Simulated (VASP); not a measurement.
# LiSnBr3 (Pm-3m) in VASP: notebook

Runs on LiSnBr3. Level: PBEsol. Tasks: single point, relaxation of cell and atoms.

All numbers are computed with VASP 6.6.1; they aren't measurements. Logs are shortened: lines on timing, memory, paths and dates and some standing lists are left out, and cuts for length are marked.

## 1. The cell of the first run

It takes space group Pm-3m (No. 221, cubic). The conventional cell has a = 5.730 Å, b = 5.730 Å, c = 5.730 Å, α = 90.00°, β = 90.00°, γ = 90.00°. Li (site symmetry m-3m) has 12 Br at 4.05 Å and 8 Sn at 4.96 Å within 5.3 Å. Within 3.8 Å of Sn (site symmetry m-3m) lie 6 Br at 2.86 Å. Br (site symmetry 4/mmm) has 2 Sn at 2.86 Å within 3.8 Å.

## 2. Single point, PBEsol

The input, INCAR:

```
ALGO = Normal ; EDIFF = 1E-6
ENCUT = 520 ; GGA = PS
ISIF = 2 ; ISMEAR = -1
LASPH = T ; LCHARG = T
LELF = T ; LREAL = F
LVHAR = T ; LWAVE = F
NBANDS = 27 ; NELM = 100
PREC = Accurate ; SIGMA = 0.03
```

The input, KPOINTS:

```
k-points
0
Gamma
  4 4 4
```

The input, POSCAR:

```
LiSnBr3
1.0
    5.7297061599      0.0000000000      0.0000000000
    0.0000000000      5.7297061599      0.0000000000
    0.0000000000      0.0000000000      5.7297061599
Li Sn Br
1 1 3
Direct
    0.0000000000      0.0000000000      0.0000000000
    0.5000000000      0.5000000000      0.5000000000
    0.0000000000      0.5000000000      0.5000000000
    0.5000000000      0.0000000000      0.5000000000
    0.5000000000      0.5000000000      0.0000000000
```

Potentials or basis: VASP PAW PBE potentials, release 64 (Li_sv, Sn_d, Br).

Run with:

```
cat potpaw_PBE.64/Li_sv/POTCAR potpaw_PBE.64/Sn_d/POTCAR potpaw_PBE.64/Br/POTCAR > POTCAR
mpirun -np 1 vasp_std > vasp.out
```

OUTCAR:

```text
EDIFF = 1E-6
   ENCUT = 520
   GGA = PS
   ISIF = 2
   ISMEAR = -1
   LASPH = T
   LREAL = F
   NELM = 100
   PREC = Accurate

 ion  position               nearest neighbor table
   1  0.000  0.000  0.000-
   2  0.500  0.500  0.500-   3 2.86   4 2.86   5 2.86   5 2.86   4 2.86   3 2.86
   3  0.000  0.500  0.500-   2 2.86   2 2.86
   4  0.500  0.000  0.500-   2 2.86   2 2.86
   5  0.500  0.500  0.000-   2 2.86   2 2.86

  LATTYP: Found a simple cubic cell.
 ALAT       =     5.7297061599

  Lattice vectors:

 A1 = (   5.7297061599,   0.0000000000,   0.0000000000)
 A2 = (   0.0000000000,   5.7297061599,   0.0000000000)
 A3 = (   0.0000000000,   0.0000000000,   5.7297061599)

Analysis of symmetry for initial positions (statically):
=====================================================================
 Subroutine PRICEL returns:
 Original cell was already a primitive cell.

 Routine SETGRP: Setting up the symmetry group for a
 simple cubic supercell.

 Subroutine GETGRP returns: Found 48 space group operations
 (whereof 48 operations were pure point group operations)
 out of a pool of 48 trial point group operations.

The static configuration has the point symmetry O_h .

Analysis of symmetry for dynamics (positions and initial velocities):
=====================================================================
 Subroutine PRICEL returns:
 Original cell was already a primitive cell.

 Routine SETGRP: Setting up the symmetry group for a
 simple cubic supercell.

 Subroutine GETGRP returns: Found 48 space group operations
 (whereof 48 operations were pure point group operations)
 out of a pool of 48 trial point group operations.

The dynamic configuration has the point symmetry O_h .

 Subroutine INISYM returns: Found 48 space group operations
 (whereof 48 operations are pure point group operations),
 and found     1 'primitive' translations

----------------------------------------------------------------------------------------

                                     Primitive cell

  volume of cell :     188.1036

  direct lattice vectors                    reciprocal lattice vectors
     5.729706160  0.000000000  0.000000000     0.174529020  0.000000000  0.000000000
     0.000000000  5.729706160  0.000000000     0.000000000  0.174529020  0.000000000
     0.000000000  0.000000000  5.729706160     0.000000000  0.000000000  0.174529020

  length of vectors
     5.729706160  5.729706160  5.729706160     0.174529020  0.174529020  0.174529020

  position of ions in fractional coordinates (direct lattice)
     0.000000000  0.000000000  0.000000000
     0.500000000  0.500000000  0.500000000
     0.000000000  0.500000000  0.500000000
     0.500000000  0.000000000  0.500000000
     0.500000000  0.500000000  0.000000000

  ion indices of the primitive-cell ions
   primitive index   ion index
                 1           1
                 2           2
                 3           3
                 4           4
                 5           5

----------------------------------------------------------------------------------------

 KPOINTS: k-points

Automatic generation of k-mesh.
 Grid dimensions read from file:
 generate k-points for:    4    4    4

 Generating k-lattice:

  Cartesian coordinates                     Fractional coordinates (reciprocal lattice)
     0.043632255  0.000000000  0.000000000     0.250000000  0.000000000  0.000000000
     0.000000000  0.043632255  0.000000000     0.000000000  0.250000000  0.000000000
     0.000000000  0.000000000  0.043632255     0.000000000  0.000000000  0.250000000

  Length of vectors
     0.043632255  0.043632255  0.043632255

  Shift w.r.t. Gamma in fractional coordinates (k-lattice)
     0.000000000  0.000000000  0.000000000

 Subroutine IBZKPT returns following result:
 ===========================================

 Found     10 irreducible k-points:

 Following reciprocal coordinates:
            Coordinates               Weight
  0.000000  0.000000  0.000000      1.000000
  0.250000  0.000000  0.000000      6.000000
  0.500000  0.000000  0.000000      3.000000
  0.250000  0.250000  0.000000     12.000000
  0.500000  0.250000  0.000000     12.000000
  0.500000  0.500000  0.000000      3.000000
  0.250000  0.250000  0.250000      8.000000
  0.500000  0.250000  0.250000     12.000000
  0.500000  0.500000  0.250000      6.000000
  0.500000  0.500000  0.500000      1.000000
   k-points           NKPTS =     10   k-points in BZ     NKDIM =     10   number of bands    NBANDS=     27
   number of dos      NEDOS =    301   number of ions     NIONS =      5
   total plane-waves  NPLWV = 110592
   dimension x,y,z NGX =    48 NGY =   48 NGZ =   48
   dimension x,y,z NGXF=    96 NGYF=   96 NGZF=   96
   ions per type =               1   1   3
   NGX,Y,Z   is equivalent  to a cutoff of  13.93, 13.93, 13.93 a.u.
   NGXF,Y,Z  is equivalent  to a cutoff of  27.85, 27.85, 27.85 a.u.
 SYSTEM =  unknown system
   PREC   = accura    normal or accurate (medium, high low for compatibility)
   ISTART =      0    job   : 0-new  1-cont  2-samecut
   ICHARG =      2    charge: 1-file 2-atom 10-const
   ISPIN  =      1    spin polarized calculation?
   LNONCOLLINEAR =      F non collinear calculations
   LSORBIT =      F    spin-orbit coupling
   LASPH  =      T    aspherical Exc in radial PAW
   ENCUT  =  520.0 eV  38.22 Ry    6.18 a.u.  10.65 10.65 10.65*2*pi/ulx,y,z
   NELM   =    100;   NELMIN=  2; NELMDL= -5     # of ELM steps
   EDIFF  = 0.1E-05   stopping-criterion for ELM
   LREAL  =      F    real-space projection
   EDIFFG = 0.1E-04   stopping-criterion for IOM
   NSW    =      0    number of steps for IOM
   IBRION =     -1    ionic relax: 0-MD 1-quasi-New 2-CG
   NFREE  =      0    steps in history (QN), initial steepest desc. (CG)
   ISIF   =      2    stress and relaxation
   ISYM   =      2    0-nonsym 1-usesym 2-fastsym
   POTIM  = 0.5000    time-step for ionic-motion
   TEBEG  =    0.0;   TEEND  =   0.0 temperature during run
   PSTRESS=    0.0 pullay stress
   NELECT =      38.0000    total number of electrons
   NUPDOWN=      -1.0000    fix difference up-down
   EMIN   =  10.00;   EMAX   =-10.00  energy-range for DOS
   EFERMI =   0.00;   METHOD = LEGACY
   ISMEAR =    -1;   SIGMA  =   0.03  broadening in eV -4-tet -1-fermi 0-gaus
   EFERMI_NEDOS =   21; number of points for ismear=-14 and -15
   IALGO  =     38    algorithm
   IMIX   =      4    mixing-type and parameters
     AMIX     =   0.40;   BMIX     =  1.00
     AMIX_MAG =   1.60;   BMIX_MAG =  1.00
  volume/ion in A,a.u.               =      37.62       253.88
  Fermi-wavevector in a.u.,A,eV,Ry     =   0.960588  1.815248 12.554486  0.922729
  Thomas-Fermi vector in A             =   2.089885
   LORBIT       =      0    0 simple, 1 ext, 2 COOP (PROOUT), +10 PAW based schemes
   GGA     = PS    functional components
   LHFCALC =     F    Hartree Fock is set to
   AEXX    =    0.0000 exact exchange contribution
   IVDW    =     0    specifies the selected vdW correction
   LEPSILON=     F    determine dielectric tensor
   LRPA    =     F    only Hartree local field effects (RPA)
 non-spin polarized calculation
  energy-cutoff  :      520.00
  volume of cell :      188.10
 maximum number of plane-waves:      5088
 NGX is ok and might be reduce to    48
   NGX = 21   NGY = 21   NGZ = 21

 number of electron      37.9999987 magnetization

 Free energy of the ion-electron system (eV)
  ---------------------------------------------------
  ext. energy  EPLUGINS =         0.00000000
  ---------------------------------------------------
  free energy    TOTEN  =       -15.49546331 eV

  energy without entropy =      -15.49454427  energy(sigma->0) =      -15.49500379

 E-fermi :   2.2649     XC(G=0):  -7.1173

 val. band max:        2.2102371435   @ k =   0.5000   0.5000   0.5000
 cond. band min:       2.3564129391   @ k =   0.5000   0.5000   0.5000
 fundamental gap:      0.1461757956
 Fermi energy:         2.2648909125

 k-point     1 :       0.0000    0.0000    0.0000
  band No.  band energies     occupation
      1     -47.7619      2.00000
      2     -20.1616      2.00000
      3     -20.1616      2.00000
      4     -20.1196      2.00000
      5     -20.1196      2.00000
      6     -20.1196      2.00000
[... 19 lines left out ...]
     26       6.5544      0.00000
     27       6.5544      0.00000

 k-point     2 :       0.2500    0.0000    0.0000
  band No.  band energies     occupation
      1     -47.7619      2.00000
      2     -20.1616      2.00000
      3     -20.1572      2.00000
      4     -20.1198      2.00000
      5     -20.1198      2.00000
      6     -20.1196      2.00000
[... 19 lines left out ...]
     26       6.6492      0.00000
     27       6.7277      0.00000

 k-point     3 :       0.5000    0.0000    0.0000
  band No.  band energies     occupation
      1     -47.7619      2.00000
      2     -20.1616      2.00000
      3     -20.1528      2.00000
      4     -20.1200      2.00000
      5     -20.1200      2.00000
      6     -20.1196      2.00000
[... 19 lines left out ...]
     26       6.4984      0.00000
     27       6.9682      0.00000

 k-point     4 :       0.2500    0.2500    0.0000
  band No.  band energies     occupation
      1     -47.7619      2.00000
      2     -20.1594      2.00000
      3     -20.1550      2.00000
      4     -20.1200      2.00000
      5     -20.1198      2.00000
      6     -20.1198      2.00000
[... 19 lines left out ...]
     26       6.3213      0.00000
     27       7.3776      0.00000
[... 96 lines left out ...]
      4     -20.1201      2.00000
      5     -20.1201      2.00000
      6     -20.1200      2.00000
[... 19 lines left out ...]
     26       5.9291      0.00000
     27       8.2341      0.00000

 k-point     9 :       0.5000    0.5000    0.2500
  band No.  band energies     occupation
      1     -47.7619      2.00000
      2     -20.1527      2.00000
      3     -20.1482      2.00000
      4     -20.1203      2.00000
      5     -20.1201      2.00000
      6     -20.1201      2.00000
[... 19 lines left out ...]
     26       5.7524      0.00000
     27       8.3846      0.00000

 k-point    10 :       0.5000    0.5000    0.5000
  band No.  band energies     occupation
      1     -47.7619      2.00000
      2     -20.1482      2.00000
      3     -20.1482      2.00000
      4     -20.1203      2.00000
      5     -20.1203      2.00000
      6     -20.1203      2.00000
[... 19 lines left out ...]
     26       6.0809      0.00000
     27       8.0123      0.00000

------------------------ aborting loop because EDIFF is reached ----------------------------------------

  FORCE on cell =-STRESS in cart. coord.  units (eV):
  Direction    XX          YY          ZZ          XY          YZ          ZX
  --------------------------------------------------------------------------------------
  -------------------------------------------------------------------------------------
  Total       -0.0128191     -0.0128191     -0.0128191      0.0000000     -0.0000000     -0.0000000
  in kB       -0.1091873     -0.1091873     -0.1091873      0.0000000     -0.0000000     -0.0000000
  external PRESSURE =      -0.1091873 kB  Pullay stress =       0.0000000 kB

 VOLUME and BASIS-vectors are now :
 -----------------------------------------------------------------------------
  energy-cutoff  :      520.00
  volume of cell :      188.10
      direct lattice vectors                 reciprocal lattice vectors
     5.729706160  0.000000000  0.000000000     0.174529020  0.000000000  0.000000000
     0.000000000  5.729706160  0.000000000     0.000000000  0.174529020  0.000000000
     0.000000000  0.000000000  5.729706160     0.000000000  0.000000000  0.174529020

 POSITION                                       TOTAL-FORCE (eV/Angst)
 -----------------------------------------------------------------------------------
      0.00000      0.00000      0.00000         0.000000      0.000000      0.000000
      2.86485      2.86485      2.86485         0.000000      0.000000      0.000000
      0.00000      2.86485      2.86485         0.000000      0.000000      0.000000
      2.86485      0.00000      2.86485         0.000000      0.000000      0.000000
      2.86485      2.86485      0.00000         0.000000      0.000000      0.000000
 -----------------------------------------------------------------------------------
    total drift:                                0.000000     -0.000000     -0.000000

  FREE ENERGIE OF THE ION-ELECTRON SYSTEM (eV)
  ---------------------------------------------------
  free  energy   TOTEN  =       -15.4954633140 eV

  energy  without entropy=      -15.4945442712  energy(sigma->0) =      -15.49500379
```

Run time: 77 s. Hardware: 1 thread of Intel Xeon Platinum 8259CL at 2.50GHz (Skylake/Cascade Lake), shared host; peak memory 0.33 GiB.

Results:

```yaml
Free_energy: -15.4955 eV
Band_gap_on_the_k_mesh: 0.15 eV, direct
```

Caveat: the cutoff is under 1.25 times the usual one of these potentials, so pressure, stress and relaxed cells hold a basis-set (Pulay) error; the PAW data sets were made with another functional, which shifts forces and pressure a little; spin-orbit coupling is left out, which moves the levels of the heavy elements. A k mesh can miss the band edges.

## 3. Relaxation of cell and atoms, PBEsol

This run uses another cell than the first one, of 30.00 Å³/atom, 0.798 times its volume.

The input, INCAR:

```
SYSTEM = LiSnBr3
PREC = Accurate
ENCUT = 600
EDIFF = 1E-6
ISMEAR = -1
SIGMA = 0.03
LREAL = .False.
LASPH = .True.
NELM = 60
ALGO = Normal
ISIF = 3
LWAVE = .False.
LCHARG = .False.
GGA = PS
IBRION = 2
NSW = 100
EDIFFG = -0.01
```

The input, KPOINTS:

```
Automatic mesh
0
Gamma
  4 4 4
  0 0 0
```

Edit POSCAR of step 2 so:

```diff
@@ -2,5 +2,5 @@
 1.0
-    5.7297061599      0.0000000000      0.0000000000
-    0.0000000000      5.7297061599      0.0000000000
-    0.0000000000      0.0000000000      5.7297061599
+    5.3135310900      0.0000000000      0.0000000000
+    0.0000000000      5.3135310900      0.0000000000
+    0.0000000000      0.0000000000      5.3135310900
 Li Sn Br
```

Potentials or basis: VASP PAW PBE potentials, release 64 (Li_sv, Sn_d, Br).

Run with:

```
cat potpaw_PBE.64/Li_sv/POTCAR potpaw_PBE.64/Sn_d/POTCAR potpaw_PBE.64/Br/POTCAR > POTCAR
mpirun -np 1 vasp_std > vasp.out
```

OUTCAR:

```text
SYSTEM = LiSnBr3
   PREC = Accurate
   ENCUT = 600
   EDIFF = 1E-6
   ISMEAR = -1
   LREAL = .False.
   LASPH = .True.
   NELM = 60
   ISIF = 3
   GGA = PS
   IBRION = 2
   NSW = 100
   EDIFFG = -0.01

 ion  position               nearest neighbor table
   1  0.000  0.000  0.000-
   2  0.500  0.500  0.500-   3 2.66   4 2.66   5 2.66   5 2.66   4 2.66   3 2.66
   3  0.000  0.500  0.500-   2 2.66   2 2.66
   4  0.500  0.000  0.500-   2 2.66   2 2.66
   5  0.500  0.500  0.000-   2 2.66   2 2.66

  LATTYP: Found a simple cubic cell.
 ALAT       =     5.3135310900

  Lattice vectors:

 A1 = (   5.3135310900,   0.0000000000,   0.0000000000)
 A2 = (   0.0000000000,   5.3135310900,   0.0000000000)
 A3 = (   0.0000000000,   0.0000000000,   5.3135310900)

Analysis of symmetry for initial positions (statically):
=====================================================================
 Subroutine PRICEL returns:
 Original cell was already a primitive cell.

 Routine SETGRP: Setting up the symmetry group for a
 simple cubic supercell.

 Subroutine GETGRP returns: Found 48 space group operations
[... 141 lines left out ...]
  energy-cutoff  :      600.00
  volume of cell :      150.02
 maximum number of plane-waves:      5056
   NGX = 21   NGY = 21   NGZ = 21

--------------------------------------- Ionic step        1  -------------------------------------------

 number of electron      38.0000023 magnetization

 Free energy of the ion-electron system (eV)
  ---------------------------------------------------
  ext. energy  EPLUGINS =         0.00000000
  ---------------------------------------------------
  free energy    TOTEN  =       -14.73984714 eV

  energy without entropy =      -14.73819929  energy(sigma->0) =      -14.73902322

------------------------ aborting loop because EDIFF is reached ----------------------------------------

  FORCE on cell =-STRESS in cart. coord.  units (eV):
  Direction    XX          YY          ZZ          XY          YZ          ZX
  --------------------------------------------------------------------------------------
  -------------------------------------------------------------------------------------
  Total        7.4046598      7.4046598      7.4046598     -0.0000000      0.0000000     -0.0000000
  in kB       79.0798818     79.0798818     79.0798818     -0.0000000      0.0000000     -0.0000000
  external PRESSURE =      79.0798818 kB  Pullay stress =       0.0000000 kB
[... 65 lines left out ...]
--------------------------------------- Ionic step        3  -------------------------------------------

 number of electron      38.0000006 magnetization

 Free energy of the ion-electron system (eV)
  ---------------------------------------------------
  ext. energy  EPLUGINS =         0.00000000
  ---------------------------------------------------
  free energy    TOTEN  =       -15.49016031 eV

  energy without entropy =      -15.48927433  energy(sigma->0) =      -15.48971732

 E-fermi :   2.2574     XC(G=0):  -7.1160

 val. band max:        2.2009549523   @ k =   0.5000   0.5000   0.5000
 cond. band min:       2.3504624727   @ k =   0.5000   0.5000   0.5000
 fundamental gap:      0.1495075204
 Fermi energy:         2.2573854747

 k-point     1 :       0.0000    0.0000    0.0000
  band No.  band energies     occupation
      1     -47.7620      2.00000
      2     -20.1687      2.00000
      3     -20.1687      2.00000
      4     -20.1269      2.00000
      5     -20.1269      2.00000
      6     -20.1269      2.00000
[... 281 lines left out ...]
  FREE ENERGIE OF THE ION-ELECTRON SYSTEM (eV)
  ---------------------------------------------------
  free  energy   TOTEN  =       -15.4901603100 eV

  energy  without entropy=      -15.4892743290  energy(sigma->0) =      -15.48971732

 reached required accuracy - stopping structural energy minimisation
```

CONTCAR:

```text
LiSnBr3
   1.00000000000000
     5.7308707709606033   -0.0000000000000000   -0.0000000000000000
    -0.0000000000000000    5.7308707709606033   -0.0000000000000000
     0.0000000000000000    0.0000000000000000    5.7308707709606033
  Li              Sn              Br
     1     1     3
Direct
     0.0000000000000000    0.0000000000000000    0.0000000000000000
     0.5000000000000000    0.5000000000000000    0.5000000000000000
     0.0000000000000000    0.5000000000000000    0.5000000000000000
     0.5000000000000000    0.0000000000000000    0.5000000000000000
     0.5000000000000000    0.5000000000000000    0.0000000000000000

  0.00000000E+00  0.00000000E+00  0.00000000E+00
  0.00000000E+00  0.00000000E+00  0.00000000E+00
  0.00000000E+00  0.00000000E+00  0.00000000E+00
  0.00000000E+00  0.00000000E+00  0.00000000E+00
  0.00000000E+00  0.00000000E+00  0.00000000E+00
```

Run time: 3.4 min. Hardware: 1 thread of Intel Xeon Platinum 8259CL at 2.50GHz (Skylake/Cascade Lake), shared host; peak memory 0.28 GiB.

What came out:

| Item | Value |
| --- | --- |
| Free energy | -15.4902 eV |
| Relaxed volume | 37.64 Å³/atom |
| Relaxed cell | a = 5.731 Å, b = 5.731 Å, c = 5.731 Å, α = 90.00°, β = 90.00°, γ = 90.00° |
| Space group after relaxing (to 0.05 Å) | Pm-3m (No. 221) |
| Energy gained by relaxing | 150.1 meV/atom |
| Ionic steps | 3 |
| Pressure after relaxing | 0.0 GPa |
| Band gap on the k mesh | 0.15 eV, direct |

Step by step:
```tsv
step	energy change (eV)	largest force (eV/Å)	pressure (GPa)	volume (Å³)
1	0.0000	0.0000	7.91	150.02
2	-0.7462	0.0000	0.36	184.53
3	-0.7503	0.0000	-0.01	188.22
```

Final structure:
```
Li Sn Br
1.0
     5.73087    0.00000    0.00000
     0.00000    5.73087    0.00000
     0.00000    0.00000    5.73087
Li Sn Br
1 1 3
Direct
  0.00000 0.00000 0.00000
  0.50000 0.50000 0.50000
  0.00000 0.50000 0.50000
  0.50000 0.00000 0.50000
  0.50000 0.50000 0.00000
```

Caveat: the cutoff is under 1.25 times the usual one of these potentials, so pressure, stress and relaxed cells hold a basis-set (Pulay) error; the volume moved by over 15 % at a fixed basis, so the end points are rough; the PAW data sets were made with another functional, which shifts forces and pressure a little; spin-orbit coupling is left out, which moves the levels of the heavy elements.
